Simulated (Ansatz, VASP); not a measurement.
# LiCl in VASP and in Ansatz

Contents of POSCAR:

```
LiCl
1.0
    0.0000000000      2.5560252091      2.5560252091
    2.5560252091      0.0000000000      2.5560252091
    2.5560252091      2.5560252091      0.0000000000
Li Cl
1 1
Direct
    0.0000000000      0.0000000000      0.0000000000
    0.5000000000      0.5000000000      0.5000000000
```

The input INCAR.step1:

```
ALGO     = Normal         # electronic algorithm
EDIFF    = 1E-4           # SCF threshold, eV
ENCUT    = 520            # plane-wave cutoff, eV
GGA      = PE             # functional
ISMEAR   = 0              # smearing method
LASPH    = True           # aspherical terms in the spheres
LCHARG   = False          # write CHGCAR
LREAL    = False          # projectors in reciprocal space
LWAVE    = True           # write WAVECAR
NBANDS   = 12             # bands
NELM     = 100            # most SCF steps
PREC     = Accurate       # precision mode
SIGMA    = 0.01           # smearing width, eV
```

INCAR.step2

```
ALGO     = Normal         # electronic algorithm
EDIFF    = 1E-6           # SCF threshold, eV
ENCUT    = 520            # plane-wave cutoff, eV
ISIF     = 2              # what is computed and relaxed
ISMEAR   = 0              # smearing method
ISTART   = 1            
LASPH    = True           # aspherical terms in the spheres
LCHARG   = False          # write CHGCAR
LMIXTAU  = True         
LREAL    = False          # projectors in reciprocal space
LWAVE    = False          # write WAVECAR
METAGGA  = R2SCAN         # meta-GGA
NBANDS   = 12             # bands
NELM     = 100            # most SCF steps
PREC     = Accurate       # precision mode
SIGMA    = 0.01           # smearing width, eV
```

The input KPOINTS:

```
k-points
0
Gamma
  8 8 8
```

Input for Ansatz:

```yaml
crystal:
  lattice:
    - [0.0, 2.5560252091, 2.5560252091]
    - [2.5560252091, 0.0, 2.5560252091]
    - [2.5560252091, 2.5560252091, 0.0]
  atoms:
    - { symbol: Li, position: [0.0, 0.0, 0.0] }
    - { symbol: Cl, position: [0.5, 0.5, 0.5] }
kpoints:
  mp_grid: { grid: [8, 8, 8] }
  band_path:
    path:
      - [0.0, 0.0, 0.0]
      - [0.5, 0.0, 0.5]
      - [0.625, 0.25, 0.625]
      - [0.375, 0.375, 0.75]
      - [0.5, 0.5, 0.5]
      - [0.5, 0.25, 0.75]
      - [-0.072917, 0.0, 0.072917]
    npoints: 1
hamiltonian:
  xc: r2scan
scf:
  occupations: { method: fixed }
  n_extra_bands: 4
output:
  forces: true
  stress: true
  eigenvalues: true
```

Alike in both runs: task single point; functional r2SCAN; k mesh 8 × 8 × 8; no spin polarisation.

|  | VASP | Ansatz |
| --- | --- | --- |
| version | VASP 6.6.1 | Ansatz 0.2.0 |
| potentials or method | VASP PAW PBE potentials, release 64 (Li_sv, Cl) | plane waves, PAW |
| plane-wave cutoff (eV) | 520 | 500 |
| occupations | gaussian, width 0.01 eV | fixed |
| valence electrons in the cell | 10 | 10 |

|  | VASP | Ansatz | Ansatz less VASP |
| --- | --- | --- | --- |
| gap on the k mesh at the Fermi level (eV) | 7.36 | 7.29 | -0.069 |

VASP's potentials were made for PBE, not for r2SCAN.

Noted on VASP's run: the cutoff is short for stress, so the pressure is rough.
